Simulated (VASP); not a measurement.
# ZrSe2 in VASP: notebook

ZrSe2 is run at these levels: PBE+D3(BJ); tasks: relaxation of the atoms, single point.

Program: VASP 6.6.1. These are calculated values, not measurements. Logs are shortened: lines on timing, memory, paths and dates and some standing lists are left out, and cuts for length are marked.

**1. The cell of the first run**

The cell holds a slab with vacuum, 6 atoms: a = 3.798 Å, b = 3.798 Å, c = 27.288 Å, α = 90.00°, β = 90.00°, γ = 120.00°.

**2. Relaxation of the atoms, PBE+D3(BJ)**

INCAR

```
SYSTEM = ZrSe2
PREC = Accurate ; ENCUT = 450
EDIFF = 1E-7 ; ISMEAR = 0
SIGMA = 0.05 ; LREAL = .False.
LASPH = .True. ; NELM = 120
ALGO = Normal ; ISIF = 2
LWAVE = .False. ; LCHARG = .False.
LDIPOL = .True. ; IDIPOL = 3
DIPOL = 0.5 0.5 0.500 ; GGA = PE
IVDW = 12 ; IBRION = 2
NSW = 60 ; EDIFFG = -0.04
GGA_COMPAT = .False. ; NELMIN = 4
NELMDL = -8
```

KPOINTS

```
Automatic mesh
0
Gamma
  9 9 1
  0 0 0
```

POSCAR

```
ZrSe2
1.0
    3.7979980600      0.0000000000      0.0000000000
   -1.8989990300      3.2891628000      0.0000000000
    0.0000000000      0.0000000000     27.2880001872
Se Zr
4 2
Direct
    0.6666666700      0.3333333300      0.3298153012
    0.3333333300      0.6666666700      0.4432717704
    0.6666666700      0.3333333300      0.5567282296
    0.3333333300      0.6666666700      0.6701846988
    0.0000000000      0.0000000000      0.3865435408
    0.0000000000      0.0000000000      0.6134564592
```

Potentials or basis: VASP PAW PBE potentials, release 64 (Se, Zr_sv).

Launch:

```sh
> cat potpaw_PBE.64/Se/POTCAR potpaw_PBE.64/Zr_sv/POTCAR > POTCAR
> mpirun -np 1 vasp_std > vasp.out
```

OUTCAR:

```text
SYSTEM = ZrSe2
   PREC = Accurate
   ENCUT = 450
   EDIFF = 1E-7
   ISMEAR = 0
   LREAL = .False.
   LASPH = .True.
   NELM = 120
   ISIF = 2
   GGA = PE
   IVDW = 12
   IBRION = 2
   NSW = 60
   EDIFFG = -0.04
   NELMIN = 4
   NELMDL = -8
 IVDW          = 12

 ion  position               nearest neighbor table
   1  0.667  0.333  0.330-   5 2.68   5 2.68   5 2.68
   2  0.333  0.667  0.443-   5 2.68   5 2.68   5 2.68
   3  0.667  0.333  0.557-   6 2.68   6 2.68   6 2.68
   4  0.333  0.667  0.670-   6 2.68   6 2.68   6 2.68
   5  0.000  0.000  0.387-   2 2.68   2 2.68   2 2.68   1 2.68   1 2.68   1 2.68
   6  0.000  0.000  0.613-   3 2.68   3 2.68   3 2.68   4 2.68   4 2.68   4 2.68

  LATTYP: Found a hexagonal cell.
 ALAT       =     3.7979980600
 C/A-ratio  =     7.1848378425

  Lattice vectors:

 A1 = (   3.7979980600,   0.0000000000,   0.0000000000)
 A2 = (  -1.8989990300,   3.2891628000,   0.0000000000)
 A3 = (   0.0000000000,   0.0000000000,  27.2880001872)

Analysis of symmetry for initial positions (statically):
=====================================================================
 Subroutine PRICEL returns:
 Original cell was already a primitive cell.

 Routine SETGRP: Setting up the symmetry group for a
 hexagonal supercell.

 Subroutine GETGRP returns: Found 12 space group operations
 (whereof 12 operations were pure point group operations)
 out of a pool of 24 trial point group operations.

The static configuration has the point symmetry D_3d.

Analysis of symmetry for dynamics (positions and initial velocities):
=====================================================================
 Subroutine PRICEL returns:
 Original cell was already a primitive cell.

 Routine SETGRP: Setting up the symmetry group for a
 hexagonal supercell.

 Subroutine GETGRP returns: Found 12 space group operations
 (whereof 12 operations were pure point group operations)
 out of a pool of 24 trial point group operations.

The dynamic configuration has the point symmetry D_3d.

 Subroutine INISYM returns: Found 12 space group operations
 (whereof 12 operations are pure point group operations),
 and found     1 'primitive' translations

----------------------------------------------------------------------------------------

                                     Primitive cell

  volume of cell :     340.8881

  direct lattice vectors                    reciprocal lattice vectors
     3.797998060  0.000000000  0.000000000     0.263296606  0.152014367  0.000000000
    -1.898999030  3.289162800  0.000000000     0.000000000  0.304028733  0.000000000
     0.000000000  0.000000000 27.288000187     0.000000000  0.000000000  0.036646145
[... 98 lines left out ...]
     AMIX     =   0.40;   BMIX     =  1.00
     AMIX_MAG =   1.60;   BMIX_MAG =  1.00
  volume/ion in A,a.u.               =      56.81       383.40
  Fermi-wavevector in a.u.,A,eV,Ry     =   0.851696  1.609472  9.869478  0.725386
  Thomas-Fermi vector in A             =   1.967869
   LORBIT       =      0    0 simple, 1 ext, 2 COOP (PROOUT), +10 PAW based schemes
   GGA     = PE    functional components
   LHFCALC =     F    Hartree Fock is set to
   AEXX    =    0.0000 exact exchange contribution
   IVDW    =    12    specifies the selected vdW correction
   LEPSILON=     F    determine dielectric tensor
   LRPA    =     F    only Hartree local field effects (RPA)
 conjugate gradient relaxation of ions
 non-spin polarized calculation
 Gauss-broadening in eV      SIGMA  =   0.05
  energy-cutoff  :      450.00
  volume of cell :      340.89
 maximum number of plane-waves:      7475
 NGX is ok and might be reduce to    28
   NGX = 13   NGY = 13   NGZ = 95

--------------------------------------- Ionic step        1  -------------------------------------------

 number of electron      48.0000003 magnetization

 Free energy of the ion-electron system (eV)
  ---------------------------------------------------
  ext. energy  EPLUGINS =         0.00000000
  ---------------------------------------------------
  free energy    TOTEN  =       -39.14850262 eV

  energy without entropy =      -39.14850262  energy(sigma->0) =      -39.14850262

------------------------ aborting loop because EDIFF is reached ----------------------------------------

 Edisp (eV)   -1.93717

 E8    (eV) :    -0.9004
[... 29 lines left out ...]
  FREE ENERGIE OF THE ION-ELECTRON SYSTEM (eV)
  ---------------------------------------------------
  free  energy   TOTEN  =       -41.0856706650 eV

  energy  without entropy=      -41.0856706650  energy(sigma->0) =      -41.08567066

 dipolmoment           0.000000      0.000000     -0.000000 electrons x Angstroem

--------------------------------------- Ionic step        2  -------------------------------------------

 number of electron      48.0000007 magnetization

------------------------ aborting loop because EDIFF is reached ----------------------------------------
[... 83 lines left out ...]
--------------------------------------- Ionic step        4  -------------------------------------------

 number of electron      48.0000004 magnetization

 dipolmoment           0.000000      0.000000      0.000000 electrons x Angstroem

 Free energy of the ion-electron system (eV)
  ---------------------------------------------------
  ext. energy  EPLUGINS =         0.00000000
  ---------------------------------------------------
  free energy    TOTEN  =       -39.16910168 eV

  energy without entropy =      -39.16910168  energy(sigma->0) =      -39.16910168

 E-fermi :  -0.9145     XC(G=0):  -4.6615

 val. band max:       -1.1609658437   @ k =   0.0000   0.0000   0.0000
 cond. band min:      -0.6994906080   @ k =   0.4444   0.0000   0.0000
 fundamental gap:      0.4614752357
 Fermi energy:        -0.9144526588

 k-point     1 :       0.0000    0.0000    0.0000
  band No.  band energies     occupation
      1     -50.6279      2.00000
      2     -50.6279      2.00000
      3     -28.6645      2.00000
      4     -28.6644      2.00000
      5     -28.5584      2.00000
      6     -28.5584      2.00000
[... 361 lines left out ...]
     27       1.1417      0.00000
     28       1.1417      0.00000

------------------------ aborting loop because EDIFF is reached ----------------------------------------

 vacuum level on the upper side and lower side of the slab       (xc-potential included)        -0.056        -0.056

 Edisp (eV)   -1.93430

 E8    (eV) :    -0.8991

  FORCE on cell =-STRESS in cart. coord.  units (eV):
  Direction    XX          YY          ZZ          XY          YZ          ZX
  --------------------------------------------------------------------------------------
  -------------------------------------------------------------------------------------
  Total      -1.69822    -1.69822    -0.52206     0.00000     0.00000    -0.00000
  in kB      -7.98164    -7.98164    -2.45371     0.00000     0.00000    -0.00000
  external pressure =       -6.14 kB  Pullay stress =        0.00 kB
[... 21 lines left out ...]
  FREE ENERGIE OF THE ION-ELECTRON SYSTEM (eV)
  ---------------------------------------------------
  free  energy   TOTEN  =       -41.1033984027 eV

  energy  without entropy=      -41.1033984026  energy(sigma->0) =      -41.10339840

 reached required accuracy - stopping structural energy minimisation

 vacuum level on the upper side and lower side of the slab         4.400         4.400
```

CONTCAR:

```text
ZrSe2
   1.00000000000000
     3.7979980599999998    0.0000000000000000    0.0000000000000000
    -1.8989990299999999    3.2891628000000002    0.0000000000000000
     0.0000000000000000    0.0000000000000000   27.2880001872000015
  Se              Zr
     4     2
Direct
     0.6666666699999979    0.3333333300000021    0.3288238345829598
     0.3333333300000021    0.6666666699999979    0.4444402837371558
     0.6666666699999979    0.3333333300000021    0.5555597162628442
     0.3333333300000021    0.6666666699999979    0.6711761654170402
     0.0000000000000000    0.0000000000000000    0.3867066327413216
     0.0000000000000000    0.0000000000000000    0.6132933672586784

  0.00000000E+00  0.00000000E+00  0.00000000E+00
  0.00000000E+00  0.00000000E+00  0.00000000E+00
  0.00000000E+00  0.00000000E+00  0.00000000E+00
  0.00000000E+00  0.00000000E+00  0.00000000E+00
  0.00000000E+00  0.00000000E+00  0.00000000E+00
  0.00000000E+00  0.00000000E+00  0.00000000E+00
```

Wall time 12 min (1 thread of Oxide Virtual Turin-like, shared host); peak memory 0.4 GiB.

What came out:

- Free energy: -41.1034 eV
- Energy gained by relaxing: 3.0 meV/atom
- Ionic steps: 4
- Largest force after relaxing: 0.035 eV/Å
- Band gap on the k mesh: 0.46 eV (least direct gap 1.10 eV)
- Dispersion energy per atom: -0.322 eV

Forces in eV/Å, atoms in the order of the input:
```
Se   0.000  0.000  0.035
Se   0.000  0.000  0.028
Se   0.000  0.000 -0.028
Se   0.000  0.000 -0.035
Zr   0.000  0.000  0.012
Zr   0.000  0.000 -0.012
```

Step by step:
| step | energy change (eV) | largest force (eV/Å) | pressure (GPa) |
| --- | --- | --- | --- |
| 1 | 0.0000 | 0.3221 | -0.01 |
| 2 | -0.0131 | 0.1781 | -0.31 |
| 3 | -0.0177 | 0.0425 | -0.63 |
| 4 | -0.0177 | 0.0353 | -0.61 |

Final structure:
```xyz
6
Lattice="3.7980 0.0000 0.0000 -1.8990 3.2892 0.0000 0.0000 0.0000 27.2880" Properties=species:S:1:pos:R:3 pbc="T T T"
Se    1.8990    1.0964    8.9729
Se    0.0000    2.1928   12.1279
Se    1.8990    1.0964   15.1601
Se    0.0000    2.1928   18.3151
Zr    0.0000    0.0000   10.5524
Zr    0.0000    0.0000   16.7356
```

Levels at points of the mesh, in eV from the valence-band top:
```
           k point  band 21  band 22  band 23  band 24  band 25  band 26  band 27  band 28
(0.00, 0.00, 0.00)    -0.09    -0.09     0.00     0.00     1.10     1.10     1.11     1.11
```

Caveat: semilocal functionals underestimate gaps, and a narrow one can read as zero.

**3. Single point, PBE+D3(BJ)**

INCAR

```
SYSTEM = ZrSe2
PREC = Accurate
ENCUT = 400
EDIFF = 1E-6
ISMEAR = 0
SIGMA = 0.05
LREAL = .False.
LASPH = .True.
NELM = 120
ALGO = Normal
ISIF = 2
LWAVE = .False.
LCHARG = .False.
LDIPOL = .True.
IDIPOL = 3
DIPOL = 0.5 0.5 0.500
GGA = PE
IVDW = 12
NBANDS = 33
GGA_COMPAT = .False.
NELMDL = -8
```

KPOINTS

```
Automatic mesh
0
Gamma
  21 21 1
  0 0 0
```

POSCAR

```
ZrSe2
1.0
    3.7979980600      0.0000000000      0.0000000000
   -1.8989990300      3.2891628000      0.0000000000
    0.0000000000      0.0000000000     27.2880001872
Se Zr
4 2
Direct
    0.6666666665      0.3333333335      0.3313981671
    0.3333333335      0.6666666670      0.4466832611
    0.6666666665      0.3333333335      0.5533166987
    0.3333333335      0.6666666670      0.6686020173
    0.0000000000      0.0000000000      0.3890757725
    0.0000000000      0.0000000000      0.6109240832
```

Potentials or basis: VASP PAW PBE potentials, release 64 (Se, Zr_sv).

Launch:

```sh
> cat potpaw_PBE.64/Se/POTCAR potpaw_PBE.64/Zr_sv/POTCAR > POTCAR
> mpirun -np 1 vasp_std > vasp.out
```

OUTCAR:

```text
SYSTEM = ZrSe2
   PREC = Accurate
   ENCUT = 400
   EDIFF = 1E-6
   ISMEAR = 0
   LREAL = .False.
   LASPH = .True.
   NELM = 120
   ISIF = 2
   GGA = PE
   IVDW = 12
   NELMDL = -8
 IVDW          = 12

 ion  position               nearest neighbor table
   1  0.667  0.333  0.331-   5 2.70   5 2.70   5 2.70
   2  0.333  0.667  0.447-   5 2.70   5 2.70   5 2.70
   3  0.667  0.333  0.553-   6 2.70   6 2.70   6 2.70
   4  0.333  0.667  0.669-   6 2.70   6 2.70   6 2.70
   5  0.000  0.000  0.389-   2 2.70   2 2.70   2 2.70   1 2.70   1 2.70   1 2.70
   6  0.000  0.000  0.611-   3 2.70   3 2.70   3 2.70   4 2.70   4 2.70   4 2.70

  LATTYP: Found a hexagonal cell.
 ALAT       =     3.7979980600
 C/A-ratio  =     7.1848378425

  Lattice vectors:

 A1 = (   3.7979980600,   0.0000000000,   0.0000000000)
 A2 = (  -1.8989990300,   3.2891628000,   0.0000000000)
 A3 = (   0.0000000000,   0.0000000000,  27.2880001872)

Analysis of symmetry for initial positions (statically):
=====================================================================
 Subroutine PRICEL returns:
 Original cell was already a primitive cell.

 Routine SETGRP: Setting up the symmetry group for a
 hexagonal supercell.
[... 191 lines left out ...]
      3     -28.6536      2.00000
      4     -28.6532      2.00000
      5     -28.5472      2.00000
      6     -28.5472      2.00000
[... 853 lines left out ...]
     32       2.6899      0.00000
     33       2.9709      0.00000

 [... further k-points ...]

------------------------ aborting loop because EDIFF is reached ----------------------------------------

 vacuum level on the upper side and lower side of the slab       (xc-potential included)        -0.151        -0.151

 Edisp (eV)   -1.96075

 E8    (eV) :    -0.9117

  FORCE on cell =-STRESS in cart. coord.  units (eV):
  Direction    XX          YY          ZZ          XY          YZ          ZX
  --------------------------------------------------------------------------------------
  -------------------------------------------------------------------------------------
  Total      -1.64926    -1.64926    -0.07005     0.00000     0.00000     0.00000
  in kB      -7.75152    -7.75152    -0.32922     0.00000     0.00000     0.00000
  external pressure =       -5.28 kB  Pullay stress =        0.00 kB

 VOLUME and BASIS-vectors are now :
 -----------------------------------------------------------------------------
  energy-cutoff  :      400.00
  volume of cell :      340.89
      direct lattice vectors                 reciprocal lattice vectors
     3.797998060  0.000000000  0.000000000     0.263296606  0.152014367  0.000000000
    -1.898999030  3.289162800  0.000000000     0.000000000  0.304028733  0.000000000
     0.000000000  0.000000000 27.288000187     0.000000000  0.000000000  0.036646145

 POSITION                                       TOTAL-FORCE (eV/Angst)
 -----------------------------------------------------------------------------------
      1.89900      1.09639      9.04319         0.000000     -0.000000     -0.019321
      0.00000      2.19278     12.18909         0.000000     -0.000000      0.024360
      1.89900      1.09639     15.09891        -0.000000      0.000000     -0.024360
      0.00000      2.19278     18.24481        -0.000000      0.000000      0.019321
      0.00000      0.00000     10.61710        -0.000000      0.000000      0.013649
      0.00000      0.00000     16.67090         0.000000      0.000000     -0.013649
 -----------------------------------------------------------------------------------
    total drift:                                0.000001     -0.000001      0.007733

  FREE ENERGIE OF THE ION-ELECTRON SYSTEM (eV)
  ---------------------------------------------------
  free  energy   TOTEN  =       -41.1125184897 eV

  energy  without entropy=      -41.1125184897  energy(sigma->0) =      -41.11251849

 vacuum level on the upper side and lower side of the slab         4.353         4.353
```

It took 28 min on 1 thread of Oxide Virtual Turin-like, shared host; peak memory 0.51 GiB.

What came out:

```
Free energy                : -41.1125 eV
Largest force              : 0.024 eV/Å
Band gap on the k mesh     : 0.45 eV (least direct gap 1.09 eV)
Dispersion energy per atom : -0.327 eV
```

Forces on the atoms (eV/Å):
```
Se   0.000  0.000 -0.019
Se   0.000  0.000  0.024
Se   0.000  0.000 -0.024
Se   0.000  0.000  0.019
Zr   0.000  0.000  0.014
Zr   0.000  0.000 -0.014
```

Caveat: semilocal functionals underestimate gaps, and a narrow one can read as zero.
